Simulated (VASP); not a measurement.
Write the native input for VASP 6.6.1 that does the following.

```yaml
Task: single point
Functional: PBE
Potentials_or_basis: VASP PAW PBE potentials, release 64 (Mo_sv, S)
Cutoff: 520 eV
k_mesh: 2 × 2 × 1
Occupations: fermi-dirac, width 0.17 eV
Spin: no spin polarisation
Dipole_correction: no
Further_INCAR_settings: LREAL = Auto; ALGO = Normal; EDIFF = 1e-07; NBANDS = 122
```

The structure of MoS2 lies in POSCAR:

```
MoS2
1.0
   -3.1914850000     -5.5278130000      0.0000000000
    4.7872270000     -2.7639070000      0.0000000000
    0.0000000000      0.0000000000     12.7354460000
Mo S
8 16
Direct
    0.5053327970      0.3827606340      0.2545258329
    0.4924536738      0.6249878089      0.7419292579
    0.2647930260      0.8550843673      0.2690993311
    0.2465412570      0.1452892715      0.7570052906
    0.0192505077      0.3439648270      0.2497831642
    0.0149701228      0.6129178588      0.7602010954
    0.7611011066      0.8635150924      0.2634536710
    0.7393425130      0.1328745305      0.7478104811
    0.5389013741      0.3209782306      0.6281287675
    0.5216267846      0.6901623965      0.1340275009
    0.5136522181      0.3176397003      0.8876563883
    0.5110002208      0.6939402580      0.3871242515
    0.2342255576      0.8078220134      0.6328478798
    0.2922538395      0.2163515005      0.1368542570
    0.2938307166      0.7951276020      0.8802754140
    0.2685098916      0.1285598722      0.4079872821
    0.0119715100      0.2954960971      0.6443512069
    0.0319967985      0.6950406368      0.1441017456
    0.0168640575      0.2825271052      0.8969611272
    0.0682325655      0.5820829489      0.3952119148
    0.7625315946      0.7944073148      0.6448851497
    0.7780651890      0.2271426402      0.1258063518
    0.7497677441      0.7905563093      0.8839187886
    0.7702824348      0.1959265429      0.3788324335
```

One way to write it, as run:

INCAR

```
SYSTEM = MoS2
PREC = Accurate ; ENCUT = 520
EDIFF = 1E-7 ; ISMEAR = -1
SIGMA = 0.17 ; LREAL = Auto
LASPH = .True. ; NELM = 60
ALGO = Normal ; ISIF = 2
LWAVE = .False. ; LCHARG = .False.
GGA = PE ; NBANDS = 122
```

KPOINTS

```
Automatic mesh
0
Gamma
  2 2 1
  0 0 0
```

Potentials or basis: VASP PAW PBE potentials, release 64 (Mo_sv, S).

Run with:

```bash
$ cat potpaw_PBE.64/Mo_sv/POTCAR potpaw_PBE.64/S/POTCAR > POTCAR
$ mpirun -np 1 vasp_std > vasp.out
```

It gave:

```json
{
  "Pressure": "0.6 GPa",
  "Largest force": "5.846 eV/Å",
  "Band gap on the k mesh": "0.46 eV (least direct gap 0.82 eV)"
}
```

Caveat: the k points lie up to 0.57 Å⁻¹ apart; semilocal functionals underestimate gaps, and a narrow one can read as zero; forces of over 1 eV/Å act on the atoms, so gaps and moduli don't describe the material at rest.

It took 7.3 min on 1 thread of Intel(R) Xeon(R) Platinum 8259CL CPU @ 2.50GHz (Skylake/Cascade Lake) (shared host), peak memory 0.5 GiB.
